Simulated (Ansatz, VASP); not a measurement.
## Two plane-wave programs on C

Contents of INCAR:

```
SYSTEM = C
PREC = Accurate
ENCUT = 520
EDIFF = 1E-6
ISMEAR = -1
SIGMA = 0.05
LREAL = .FALSE.
LASPH = .TRUE.
NELM = 100
ALGO = Normal
ISIF = 2
LWAVE = .FALSE.
LCHARG = .FALSE.
GGA = RP
NBANDS = 16
```

The input KPOINTS:

```
Automatic mesh
0
G
  12 12 7
  0 0 0
```

File POSCAR:

```
C
1.0
    2.4185074052      0.0000000000      0.0000000000
   -1.2092537026      2.0944888522      0.0000000000
    0.0000000000      0.0000000000      4.0238306156
C
4
Direct
    0.3333333333      0.6666666667      0.0626895848
    0.6666666667      0.3333333333      0.5626895848
    0.3333333333      0.6666666667      0.4373104152
    0.6666666667      0.3333333333      0.9373104152
```

Input for Ansatz:

```yaml
crystal:
  lattice:
    - [2.4185074052, 0.0, 0.0]
    - [-1.2092537026, 2.0944888522, 0.0]
    - [0.0, 0.0, 4.0238306156]
  atoms:
    - { symbol: C, position: [0.3333333333, 0.6666666667, 0.0626895848] }
    - { symbol: C, position: [0.6666666667, 0.3333333333, 0.5626895848] }
    - { symbol: C, position: [0.3333333333, 0.6666666667, 0.4373104152] }
    - { symbol: C, position: [0.6666666667, 0.3333333333, 0.9373104152] }
hamiltonian:
  xc: rpbe
  pseudopotentials:
    kind: paw
    azcp:
      C: "pseudopotentials/C.paw.azcp"
basis:
  ecutwfc: 420
  fft_grid_basis: typed
kpoints:
  mp_grid: { grid: [12, 12, 7], shift: [0, 0, 0] }
magnetization:
  spin_polarized: false
scf:
  occupations: { method: fermi_dirac, width: 0.05 }
  lower_state_search: "off"
output:
  stress: true
  write_density: true
  write_potential: true
  elf: true
  volumetric_format: npy
```

Alike in both runs: task single point; functional RPBE; k mesh 12 × 12 × 7; occupations fermi-dirac, width 0.05 eV; no spin polarisation.

```csv
,VASP,Ansatz
version,VASP 6.6.1,Ansatz 0.2.0
potentials or method,"VASP PAW PBE potentials, release 64 (C), cutoff 520 eV","plane waves (420 eV) with PAW, scalar-relativistic"
valence electrons in the cell,16,16
```

|  | VASP | Ansatz | Ansatz less VASP |
| --- | --- | --- | --- |
| gap on the k mesh at the Fermi level (eV) | 2.97 | 2.99 | +0.022 |

VASP's potentials were made for PBE, not for RPBE.
